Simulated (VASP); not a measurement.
Runs of VASP 6.6.1 on As. It takes space group P6/mmm (No. 191, hexagonal). The conventional cell has a = 4.566 Å, b = 4.566 Å, c = 2.834 Å, α = 90.00°, β = 90.00°, γ = 120.00°. As (site symmetry -6m2) has 5 As at 2.64 to 2.83 Å within 3.5 Å. This isn't the form of As at room conditions, which is rhombohedral.

```csv
level,spin,k mesh,share of exact exchange,screening parameter,gap on the mesh (eV),pressure (GPa),largest force (eV/Å)
HF,off,4 × 4 × 5,1,-,none,(a),0.18
PBEsol-based screened hybrid with 25 % exact exchange,off,4 × 4 × 5,0.25,0.207 1/Å,none,-4.7,-
HSE06,"non-collinear, zero start, SOC",3 × 3 × 4,0.25,0.2079 1/Å,-,-4.3,-
r2SCAN50,off,4 × 4 × 5,0.5,-,none,-6.4,0.15
```

Alike in all rows: task single point; potentials or basis VASP PAW PBE potentials, release 64 (As); cell as given; cutoff (eV) 520; smearing fermi-dirac 0.05 eV.

Q: Estimate the missing entries.

A: (a) -2.8.

Caveats: all runs use coarse meshes; the PAW data sets were made with another functional, which shifts forces and pressure a little.

A k mesh can miss the band edges, and rows without SOC leave out spin-orbit coupling on As.

A gap of «none» marks levels without a gap at the run's occupations.
